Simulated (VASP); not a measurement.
Set up this calculation in VASP 6.6.1, as the native input.

| Property | Result |
| --- | --- |
| Task | single point |
| Functional | PBE |
| Potentials or basis | VASP PAW PBE potentials, release 64 (Hf_pv, O) |
| Cutoff | 520 eV |
| k mesh | 4 × 4 × 6 |
| Occupations | gaussian, width 0.1 eV |
| Spin | no spin polarisation |
| Dipole correction | no |
| Further INCAR settings | ALGO = Normal; EDIFF = 1e-07; NBANDS = 31 |

The structure of HfO2 lies in POSCAR:

```
HfO2
1.0
    4.8763412733      0.0000000000      0.0000000000
    0.0000000000      4.8763412733      0.0000000000
    0.0000000000      0.0000000000      3.2386293457
Hf O
2 4
Direct
    0.0000000000      0.0000000000      0.0000000000
    0.5000000000      0.5000000000      0.5000000000
    0.1948637443      0.8051362557      0.5000000000
    0.3051362557      0.3051362557      0.0000000000
    0.6948637443      0.6948637443      0.0000000000
    0.8051362557      0.1948637443      0.5000000000
```

One way to write it, as run:

INCAR

```
  PREC = Accurate
  ENCUT = 520
  EDIFF = 1E-7
  ISMEAR = 0
  SIGMA = 0.1
  LREAL = F
  LASPH = T
  NELM = 100
  ALGO = Normal
  ISIF = 2
  LWAVE = F
  LCHARG = F
  GGA = PE
  NBANDS = 31
```

KPOINTS

```
Automatic mesh
0
Gamma
  4 4 6
```

Potentials or basis: VASP PAW PBE potentials, release 64 (Hf_pv, O).

Command:

```sh
$ cat potpaw_PBE.64/Hf_pv/POTCAR potpaw_PBE.64/O/POTCAR > POTCAR
$ mpirun -np 1 vasp_std > vasp.out
```

Results of the run:

```
Pressure               : -2.5 GPa
Largest force          : 0.059 eV/Å
Band gap on the k mesh : 3.85 eV
```

Caveat: spin-orbit coupling is left out, which moves the levels of the heavy elements.

It took 38 s on 1 thread of AMD EPYC 9R45 96-Core Processor (Zen 5), with other jobs on the host, peak memory 0.17 GiB.
